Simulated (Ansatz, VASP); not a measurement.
**One calculation of Zr, two programs**

```
Zr
1.0
     3.18359    0.00000    0.00000
    -1.59179    2.75707    0.00000
     0.00000    0.00000    5.11555
Zr
2
Direct
  0.33333 0.66667 0.25000
  0.66667 0.33333 0.75000
```

Alike in both runs: functional PBE; dispersion D3(BJ); k mesh 15 × 15 × 8; occupations gaussian, width 0.1 eV; no spin polarisation.

Ansatz relaxed the structure, and its values are those at the end. VASP's run is a single point on that final structure, the one shown.

|  | VASP | Ansatz |
| --- | --- | --- |
| version | VASP 6.6.1 | Ansatz 0.2.0 |
| potentials or method | VASP PAW PBE potentials, release 64 (Zr_sv), cutoff 500 eV | scalar-relativistic, plane waves, PAW |
| valence electrons in the cell | 24 | 24 |

|  | VASP | Ansatz | Ansatz less VASP |
| --- | --- | --- | --- |
| gap on the k mesh at the Fermi level (eV) | none | none | - |
| pressure (GPa) | 0.0 | 0.0 | -0.01 |

A gap of «none» marks a metal or a gap that the smearing closes.
